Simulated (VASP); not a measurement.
Input of a VASP 6.6.1 run:

File INCAR:

```
SYSTEM = Sb
PREC = Accurate ; ENCUT = 520
EDIFF = 1E-6 ; ISMEAR = -1
SIGMA = 0.05 ; LREAL = .FALSE.
LASPH = .TRUE. ; NELM = 100
ALGO = Normal ; ISIF = 2
LWAVE = .FALSE. ; LCHARG = .FALSE.
GGA = PS ; NBANDS = 18
```

The input KPOINTS:

```
Automatic mesh
0
G
  7 7 7
  0 0 0
```

POSCAR

```
Sb
1.0
   -4.0300106443      4.0300106443      1.9849769697
    4.0300106443     -4.0300106443      1.9849769697
    4.0300106443      4.0300106443     -1.9849769697
Sb
4
Direct
    0.6512630600      0.1512630600      0.8025261200
    0.1512630600      0.3487369400      0.5000000000
    0.3487369400      0.8487369400      0.1974738800
    0.8487369400      0.6512630600      0.5000000000
```

Potentials or basis: VASP PAW PBE potentials, release 64 (Sb).

Run with:

```bash
$ cat potpaw_PBE.64/Sb/POTCAR > POTCAR
$ mpirun -np 1 vasp_std > vasp.out
```

(1) Predict the pressure.

(2) What does it give for the largest force?

(3) Estimate the band gap on the k mesh.

Results:

(1) 0.6 GPa.

(2) 0.017 eV/Å.

(3) zero (band 10 reaches 6.88 eV, above the bottom of band 11 at 5.38 eV).

Caveat: the PAW data sets were made with another functional, which shifts forces and pressure a little; spin-orbit coupling is left out, which moves the levels of the heavy elements.
